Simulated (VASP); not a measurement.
## Co2Si: single point with PBE

The system is Co2Si.

```
Co Si
1.0
     2.30140   -4.00254    0.00000
     2.30140    4.00254    0.00000
     0.00000    0.00000    2.43729
Co Si
2 1
Direct
  0.00000 0.50000 0.50000
  0.50000 0.00000 0.50000
  0.50000 0.50000 0.50000
```

| Quantity | Value |
| --- | --- |
| Program | VASP 6.6.1 |
| Task | single point |
| Functional | PBE |
| Potentials or basis | VASP PAW PBE potentials, release 64 (Co, Si) |
| Cutoff | 520 eV |
| k mesh | 4 × 4 × 6 |
| Occupations | gaussian, width 0.1 eV |
| Spin | collinear spin, ferromagnetic start |
| Starting moments | [3.0, 3.0, 0.0] μB |
| Dipole correction | no |
| Further INCAR settings | ALGO = Normal; EDIFF = 1e-06; NBANDS = 22 |

```json
{"Pressure": "0.0 GPa", "Net moment": "2.70 μB per cell", "Site moments": "Co +1.39; Si -0.03 μB", "Valence electrons inside the program's atomic spheres": "Co 8.25; Si 1.65"}
```

Stress tensor (GPa, compression positive):
```
-0.16  0.00  0.00
 0.00  0.28  0.00
 0.00  0.00 -0.11
```

Levels at points of the mesh, in eV from the Fermi level:
Spin up:
```
           k point  band 10  band 11  band 12  band 13  band 14  band 15
(0.00, 0.00, 0.00)    -1.26    -1.11    -1.04    -0.81     0.84     2.28
(0.50, 0.00, 0.00)    -1.49    -1.15    -1.15    -0.64    -0.56     6.90
(0.50, 0.50, 0.00)    -1.17    -1.01    -0.81    -0.27     1.60     6.29
(0.00, 0.00, 0.50)    -0.98     0.32     0.90     1.23     2.80     3.34
(0.50, 0.00, 0.50)    -1.65    -1.33     0.20     2.07     2.22     2.67
(0.50, 0.50, 0.50)    -1.03    -0.63    -0.19     0.31     2.79     4.22
```
Spin down:
```tsv
k point	band 7	band 8	band 9	band 10	band 11	band 12
(0.00, 0.00, 0.00)	-1.66	-0.99	-0.35	0.32	0.47	0.58
(0.50, 0.00, 0.00)	-1.61	-0.86	0.03	0.19	0.20	0.45
(0.50, 0.50, 0.00)	-1.31	-0.37	-0.28	0.28	0.50	0.54
(0.00, 0.00, 0.50)	-1.38	-0.53	0.33	0.71	1.18	1.53
(0.50, 0.00, 0.50)	-1.27	-1.08	-0.62	-0.29	-0.21	1.19
(0.50, 0.50, 0.50)	-1.04	-0.66	-0.15	0.31	0.33	0.69
```

Run time: 53 s on 1 thread of Intel(R) Xeon(R) Platinum 8488C (Sapphire Rapids), on a shared host, peak memory 0.19 GiB.

Caveat: the k points lie up to 0.43 Å⁻¹ apart.
